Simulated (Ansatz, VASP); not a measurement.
# One calculation of AlN, two programs

```
CELL_PARAMETERS angstrom
0.00000 2.18399 2.18399
2.18399 0.00000 2.18399
2.18399 2.18399 0.00000
ATOMIC_POSITIONS crystal
Al 0.98017 0.98017 0.98017
N 0.75000 0.75000 0.75000
```

Change from the starting cell: all Al atoms moved -0.150 Å, as atom 1 along Cartesian [1 1 1].

Alike in both runs: task single point; functional r2SCAN; k mesh 10 × 10 × 10; occupations gaussian, width 0.05 eV; no spin polarisation.

|  | VASP | Ansatz |
| --- | --- | --- |
| version | VASP 6.6.1 | Ansatz 0.2.0 |
| potentials or method | VASP PAW PBE potentials, release 64 (Al, N), cutoff 520 eV | scalar-relativistic, plane waves, PAW |
| valence electrons in the cell | 8 | 8 |

|  | VASP | Ansatz | Ansatz less VASP |
| --- | --- | --- | --- |
| gap on the k mesh at the Fermi level (eV) | 3.72 | 3.73 | +0.007 |
| least direct gap on the mesh (eV) | 4.63 | 4.59 | -0.038 |
| pressure (GPa) | 3.5 | 3.8 | +0.28 |
| traceless stress, the component that is largest in VASP (GPa) | 8.78 | 8.57 | -0.208 |
| rms of the force components (eV/Å) | 1.876 | 1.849 | -0.0276 |

VASP's potentials were made for PBE, not for r2SCAN. Atom by atom the forces differ by 0.028 eV/Å (rms over components).
